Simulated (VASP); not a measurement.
Set up this calculation in VASP 6.6.1, as the native input.

```
Task                   : single point
Functional             : PBE
Potentials or basis    : VASP PAW PBE potentials, release 64 (Li_sv, Be)
Cutoff                 : 520 eV
k mesh                 : 6 × 6 × 6
Occupations            : gaussian, width 0.1 eV
Spin                   : no spin polarisation
Dipole correction      : no
Further INCAR settings : ALGO = Fast; EDIFF = 1e-06; NBANDS = 10
```

The structure of LiBe lies in POSCAR:

```
LiBe
1.0
    0.0000000000      2.7431047868      2.7431047868
    2.7431047868      0.0000000000      2.7431047868
    2.7431047868      2.7431047868      0.0000000000
Li Be
1 1
Direct
    0.7500000000      0.7500000000      0.7500000000
    0.0000000000      0.0000000000      0.0000000000
```

The cell was generated, and may not be a known phase.

The input as run:

INCAR

```
PREC = Accurate ; ENCUT = 520
EDIFF = 1E-6 ; ISMEAR = 0
SIGMA = 0.1 ; LREAL = False
LASPH = True ; NELM = 100
ALGO = Fast ; ISIF = 2
LWAVE = False ; LCHARG = False
GGA = PE ; NBANDS = 10
```

KPOINTS

```
regular mesh
0
Gamma
  6 6 6
```

Potentials or basis: VASP PAW PBE potentials, release 64 (Li_sv, Be).

Command:

```bash
$ cat potpaw_PBE.64/Li_sv/POTCAR potpaw_PBE.64/Be/POTCAR > POTCAR
$ mpirun -np 1 vasp_std > vasp.out
```

Results of the run:

```
Band gap on the k mesh : zero (an odd number of electrons rules out a gap without spin polarisation)
```

It took 8.3 s on 1 thread of Intel(R) Xeon(R) Platinum 8375C CPU @ 2.90GHz (Ice Lake), with other jobs on the host, peak memory 0.15 GiB.
